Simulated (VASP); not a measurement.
The system is W.

```
CELL_PARAMETERS angstrom
-1.58234 1.58234 1.58234
1.58234 -1.58234 1.58234
1.58234 1.58234 -1.58234
ATOMIC_POSITIONS crystal
W 0.00000 0.00000 0.00000
```

Base run:

| Property | Result |
| --- | --- |
| Program | VASP 6.6.1 |
| Functional | PBE |
| Potentials or basis | VASP PAW PBE potentials, release 64 (W_sv) |
| Cutoff | 520 eV |
| k mesh | 17 × 17 × 17 |
| Occupations | fermi-dirac, width 0.03 eV |
| Spin | collinear spin, ferromagnetic start |
| Starting moments | [0.6] μB |
| Fixed moment | 0.6 μB |

Its results: pressure 8.3 GPa; net moment 0.60 μB per cell.

After a change of settings the same cell gave: pressure 6.3 GPa; net moment 0.00 μB per cell. Which change was it?
A. fixed moment from 0.6 μB to none; moments at the start from [0.6] to [1.0]
B. fixed moment from 0.6 μB to 1.2 μB; moments at the start from [0.6] to [1.2]
C. fixed moment from 0.6 μB to 1.6 μB; moments at the start from [0.6] to [1.6]

A.

Caveats: the total moment is fixed, so each spin has its own Fermi level (some runs).
